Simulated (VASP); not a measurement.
Write the native input for VASP 6.6.1 that does the following.

```
Task                   : single point
Functional             : PBEsol
Potentials or basis    : VASP PAW PBE potentials, release 64 (Ta_pv)
Cutoff                 : 520 eV
k mesh                 : 11 × 11 × 11
Occupations            : gaussian, width 0.025 eV
Spin                   : non-collinear spin, zero start, spin-orbit coupling
Starting moments       : [[0.0, 0.0, 0.0]] μB
Dipole correction      : no
Further INCAR settings : ALGO = Fast; EDIFF = 1e-06; NBANDS = 22
```

The structure of Ta lies in POSCAR:

```
Ta
1.0
   -1.6512800000      1.6512800000      1.6512800000
    1.6512800000     -1.6512800000      1.6512800000
    1.6512800000      1.6512800000     -1.6512800000
Ta
1
Direct
    0.0000000000      0.0000000000      0.0000000000
```

These files were run (other wordings do the same):

INCAR

```
PREC = Accurate
ENCUT = 520
EDIFF = 1E-6
ISMEAR = 0
SIGMA = 0.025
LREAL = False
LASPH = True
NELM = 150
ALGO = Fast
ISIF = 2
LWAVE = False
LCHARG = False
LNONCOLLINEAR = True
MAGMOM = 0 0 0
LORBIT = 11
LSORBIT = True
GGA_COMPAT = False
LORBMOM = True
LMAXMIX = 4
GGA = PS
NBANDS = 22
```

KPOINTS

```
Automatic mesh
0
Gamma
  11 11 11
```

Potentials or basis: VASP PAW PBE potentials, release 64 (Ta_pv).

Launch:

```console
$ cat potpaw_PBE.64/Ta_pv/POTCAR > POTCAR
$ mpirun -np 1 vasp_ncl > vasp.out
```

Results of the run:

```json
{
 "Pressure": "-4.5 GPa",
 "Net moment": "0.00 μB per cell",
 "Valence electrons inside the program's atomic spheres": "Ta 8.95"
}
```

Caveat: the PAW data sets were made with another functional, which shifts forces and pressure a little.

Run time: 45 s on 1 thread of Intel(R) Xeon(R) Platinum 8488C (Sapphire Rapids) (shared host), peak memory 0.21 GiB.
